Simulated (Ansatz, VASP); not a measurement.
# One calculation of Au, two programs

```
CELL_PARAMETERS angstrom
2.90000 0.00000 0.00000
-1.45000 2.51147 0.00000
0.00000 0.00000 5.02640
ATOMIC_POSITIONS crystal
Au 0.33333 0.66667 0.75000
Au 0.66667 0.33333 0.25000
```

Change from the starting cell: zz strain of +3 %, PAW files.

Alike in both runs: task electric field gradients; functional PBE; k mesh 14 × 14 × 8; occupations fermi-dirac, width 0.03 eV; no spin polarisation.

|  | VASP | Ansatz |
| --- | --- | --- |
| version | VASP 6.6.1 | Ansatz 0.2.0 |
| potentials or method | VASP PAW PBE potentials, release 64 (Au_sv_GW) | PAW with Ansatz's default frozen-core files, scalar-relativistic |
| plane-wave cutoff (eV) | 400 | 420 |
| valence electrons in the cell | 38 | 38 |

Ansatz gave:

```
size of Vzz on the site where it differs most (V/Å²) : 12.8
```

What did VASP give for the same quantities?

Size of Vzz on the site where it differs most (V/Å²): 25.0.

Neither program's run includes spin-orbit coupling.
